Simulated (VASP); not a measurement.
# V (P6_3/mmc) in VASP: relaxation of cell and atoms with PBE

Aim: the relaxation of cell and atoms of V with PBE.

Everything below comes from runs of VASP 6.6.1. Logs are shortened: lines on timing, memory, paths and dates and some standing lists are left out, and cuts for length are marked.

## 1. The cell of the first run

It takes space group P6_3/mmc (No. 194, hexagonal). Conventional cell: a = 2.700 Å, b = 2.700 Å, c = 4.409 Å, α = 90.00°, β = 90.00°, γ = 120.00°. Within 3.6 Å of V (site symmetry -6m2) lie 12 V at 2.70 Å.

This isn't the form of V at room conditions, which is bcc.

## 2. Relaxation of cell and atoms, PBE, collinear spin, ferromagnetic start

Contents of INCAR:

```
SYSTEM = V
ALGO = Normal
EDIFF = 1E-6
EDIFFG = -0.02
ENCUT = 600
GGA = PE
IBRION = 2
ISIF = 3
ISMEAR = -1
ISPIN = 2
LASPH = .True.
LCHARG = .False.
LMAXMIX = 4
LORBIT = 11
LREAL = .False.
LWAVE = .False.
MAGMOM = 1.5 1.5
NELM = 150
NSW = 80
PREC = Accurate
SIGMA = 0.05
```

Contents of KPOINTS:

```
k-points
0
Gamma
  9 9 5
  0 0 0
```

Contents of POSCAR:

```
V
1.0
    2.7000000000      0.0000000000      0.0000000000
   -1.3500000000      2.3382685902      0.0000000000
    0.0000000000      0.0000000000      4.4091000000
V
2
Direct
    0.3333333333      0.6666666667      0.2500000000
    0.6666666667      0.3333333333      0.7500000000
```

Potentials or basis: VASP PAW PBE potentials, release 64 (V_sv).

Command:

```console
> cat potpaw_PBE.64/V_sv/POTCAR > POTCAR
> mpirun -np 1 vasp_std > vasp.out
```

OUTCAR:

```text
SYSTEM = V
   EDIFF = 1E-6
   EDIFFG = -0.02
   ENCUT = 600
   GGA = PE
   IBRION = 2
   ISIF = 3
   ISMEAR = -1
   ISPIN = 2
   LASPH = .True.
   LORBIT = 11
   LREAL = .False.
   NELM = 150
   NSW = 80
   PREC = Accurate

 ion  position               nearest neighbor table
   1  0.333  0.667  0.250-   2 2.70   2 2.70   2 2.70   2 2.70   2 2.70   2 2.70
   2  0.667  0.333  0.750-   1 2.70   1 2.70   1 2.70   1 2.70   1 2.70   1 2.70

  LATTYP: Found a hexagonal cell.
 ALAT       =     2.7000000000
 C/A-ratio  =     1.6330000000

  Lattice vectors:

 A1 = (   2.7000000000,   0.0000000000,   0.0000000000)
 A2 = (  -1.3500000000,   2.3382685902,   0.0000000000)
 A3 = (   0.0000000000,   0.0000000000,   4.4091000000)

Analysis of symmetry for initial positions (statically):
=====================================================================
 Subroutine PRICEL returns:
 Original cell was already a primitive cell.

 Routine SETGRP: Setting up the symmetry group for a
 hexagonal supercell.

 Subroutine GETGRP returns: Found 24 space group operations
 (whereof 12 operations were pure point group operations)
 out of a pool of 24 trial point group operations.

The static configuration has the point symmetry D_3d.
 The point group associated with its full space group is D_6h.

Analysis of symmetry for dynamics (positions and initial velocities):
=====================================================================
 Subroutine PRICEL returns:
 Original cell was already a primitive cell.

 Routine SETGRP: Setting up the symmetry group for a
 hexagonal supercell.

 Subroutine GETGRP returns: Found 24 space group operations
 (whereof 12 operations were pure point group operations)
 out of a pool of 24 trial point group operations.

The dynamic configuration has the point symmetry D_3d.
 The point group associated with its full space group is D_6h.

Analysis of structural, dynamic, and magnetic symmetry:
=====================================================================
 Subroutine PRICEL returns:
 Original cell was already a primitive cell.

 Routine SETGRP: Setting up the symmetry group for a
 hexagonal supercell.

 Subroutine GETGRP returns: Found 24 space group operations
 (whereof 12 operations were pure point group operations)
 out of a pool of 24 trial point group operations.

The overall configuration has the point symmetry D_3d.
 The point group associated with its full space group is D_6h.

 Subroutine INISYM returns: Found 24 space group operations
 (whereof 12 operations are pure point group operations),
 and found     1 'primitive' translations

[... 110 lines left out ...]
   EFERMI_NEDOS =   21; number of points for ismear=-14 and -15
   IALGO  =     38    algorithm
   IMIX   =      4    mixing-type and parameters
     AMIX     =   0.40;   BMIX     =  1.00
     AMIX_MAG =   1.60;   BMIX_MAG =  1.00
  volume/ion in A,a.u.               =      13.92        93.92
  Fermi-wavevector in a.u.,A,eV,Ry     =   1.600282  3.024095 34.843203  2.560903
  Thomas-Fermi vector in A             =   2.697442
   LORBIT       =     11    0 simple, 1 ext, 2 COOP (PROOUT), +10 PAW based schemes
   GGA     = PE    functional components
   LHFCALC =     F    Hartree Fock is set to
   AEXX    =    0.0000 exact exchange contribution
   IVDW    =     0    specifies the selected vdW correction
   LEPSILON=     F    determine dielectric tensor
   LRPA    =     F    only Hartree local field effects (RPA)
 conjugate gradient relaxation of ions
 spin polarized calculation
  energy-cutoff  :      600.00
  volume of cell :       27.84
 maximum number of plane-waves:       948
 NGX is ok and might be reduce to    24
   NGX = 11   NGY = 11   NGZ = 17

--------------------------------------- Ionic step        1  -------------------------------------------

 number of electron      26.0000013 magnetization       0.0003686

 Free energy of the ion-electron system (eV)
  ---------------------------------------------------
  ext. energy  EPLUGINS =         0.00000000
  ---------------------------------------------------
  free energy    TOTEN  =       -17.41838095 eV

  energy without entropy =      -17.38083237  energy(sigma->0) =      -17.39960666

------------------------ aborting loop because EDIFF is reached ----------------------------------------

  FORCE on cell =-STRESS in cart. coord.  units (eV):
  Direction    XX          YY          ZZ          XY          YZ          ZX
  --------------------------------------------------------------------------------------
  -------------------------------------------------------------------------------------
  Total       -0.5010486     -0.5010486      0.8841967      0.0000000      0.0000000     -0.0000000
  in kB      -28.8391423    -28.8391423     50.8922184      0.0000000      0.0000000     -0.0000000
  external PRESSURE =      -2.2620221 kB  Pullay stress =       0.0000000 kB
[... 213 lines left out ...]
 number of electron      26.0000018 magnetization      -0.0000024

 number of electron      26.0000018 magnetization       0.0000014

 Free energy of the ion-electron system (eV)
  ---------------------------------------------------
  ext. energy  EPLUGINS =         0.00000000
  ---------------------------------------------------
  free energy    TOTEN  =       -17.49662004 eV

  energy without entropy =      -17.46674910  energy(sigma->0) =      -17.48168457

 E-fermi :   9.7104     XC(G=0): -12.7352

 val. band max:        9.6996236094   @ k =   0.2222  -0.0000   0.4000
 cond. band min:       9.7322204887   @ k =   0.4444   0.1111   0.2000
 fundamental gap:      0.0325968793
 Fermi energy:         9.7103857730

 spin component 1

 k-point     1 :       0.0000    0.0000    0.0000
  band No.  band energies     occupation
      1     -54.3186      1.00000
      2     -54.2111      1.00000
      3     -28.4169      1.00000
      4     -27.7819      1.00000
      5     -27.6487      1.00000
      6     -27.6487      1.00000
[... 517 lines left out ...]
     18      12.2685      0.00000
     19      17.4563      0.00000

 [... further k-points ...]

 spin component 2

 k-point     1 :       0.0000    0.0000    0.0000
  band No.  band energies     occupation
      1     -54.3186      1.00000
      2     -54.2111      1.00000
      3     -28.4169      1.00000
      4     -27.7820      1.00000
      5     -27.6487      1.00000
      6     -27.6487      1.00000
[... 548 lines left out ...]
  FREE ENERGIE OF THE ION-ELECTRON SYSTEM (eV)
  ---------------------------------------------------
  free  energy   TOTEN  =       -17.4966200441 eV

  energy  without entropy=      -17.4667491033  energy(sigma->0) =      -17.48168457

 reached required accuracy - stopping structural energy minimisation

 total charge

# of ion       s       p       d       tot
------------------------------------------
    1        2.343   6.211   3.075  11.629
    2        2.343   6.211   3.075  11.629
--------------------------------------------------
tot          4.686  12.422   6.150  23.257

 magnetization (x)

# of ion       s       p       d       tot
------------------------------------------
    1        0.000  -0.000  -0.000  -0.000
    2        0.000  -0.000  -0.000  -0.000
--------------------------------------------------
tot          0.000  -0.000  -0.000  -0.000
```

OSZICAR:

```text
N       E                     dE             d eps       ncg     rms          rms(c)
DAV:   1     0.358657748720E+03    0.35866E+03   -0.17393E+04  2744   0.173E+03
[... 68 lines left out ...]
DAV:   2    -0.174988824891E+02    0.12311E+00   -0.65869E-01  2870   0.838E+00    0.769E-01
DAV:   3    -0.174973908153E+02    0.14917E-02   -0.41393E-03  2922   0.679E-01    0.483E-01
DAV:   4    -0.174966302346E+02    0.76058E-03   -0.15782E-03  3334   0.420E-01    0.428E-02
DAV:   5    -0.174966262425E+02    0.39921E-05   -0.17118E-04  3236   0.134E-01    0.186E-02
DAV:   6    -0.174966227763E+02    0.34663E-05   -0.84514E-06  2722   0.317E-02    0.797E-03
DAV:   7    -0.174966201732E+02    0.26030E-05   -0.48290E-06  2344   0.213E-02    0.113E-03
DAV:   8    -0.174966200441E+02    0.12915E-06   -0.38131E-08  1368   0.245E-03
   7 F= -.17496620E+02 E0= -.17481685E+02  d E =-.947588E-03  mag=    -0.0000
```

CONTCAR:

```text
V
   1.00000000000000
     2.6034931591793682   -0.0000000000000000   -0.0000000000000000
    -1.3017465795896841    2.2546912144122895    0.0000000000000000
    -0.0000000000000000   -0.0000000000000000    4.7201869677741026
  V
     2
Direct
     0.3333333332999970    0.6666666667000030    0.2500000000000000
     0.6666666667000030    0.3333333332999970    0.7500000000000000

  0.00000000E+00  0.00000000E+00  0.00000000E+00
  0.00000000E+00  0.00000000E+00  0.00000000E+00
```

Wall time 4.7 min (1 thread of Intel Xeon Platinum 8375C at 2.90GHz (Ice Lake), shared host); peak memory 0.18 GiB.

What came out:

```yaml
Free_energy: -17.4966 eV
Relaxed_volume: 13.85 Å³/atom
Relaxed_cell: a = 2.603 Å, b = 2.603 Å, c = 4.720 Å, α = 90.00°, β = 90.00°, γ = 120.00°
Space_group_after_relaxing_to_0.1_Å: P6_3/mmc (No. 194)
Energy_gained_by_relaxing: 39.1 meV/atom
Ionic_steps: 7
Pressure_after_relaxing: 0.0 GPa
Band_gap_on_the_k_mesh: zero (filled and empty bands overlap)
Net_moment: 0.00 μB per cell
Valence_electrons_inside_the_program's_atomic_spheres: V 11.63
```

Step by step:
```
step  energy change (eV)  largest force (eV/Å)  pressure (GPa)  volume (Å³)
   1              0.0000                0.0000           -0.23        27.84
   2             -0.0334                0.0000            0.10        27.75
   3             -0.0701                0.0000            2.20        27.39
   4             -0.0763                0.0000            1.12        27.53
   5             -0.0773                0.0000            1.39        27.49
   6             -0.0741                0.0000           -2.67        28.16
   7             -0.0782                0.0000            0.02        27.71
```

Final structure:
```
V
1.0
     2.60349    0.00000    0.00000
    -1.30175    2.25469    0.00000
     0.00000    0.00000    4.72019
V
2
Cartesian
  0.0000 1.5031 1.1800
  1.3017 0.7516 3.5401
```
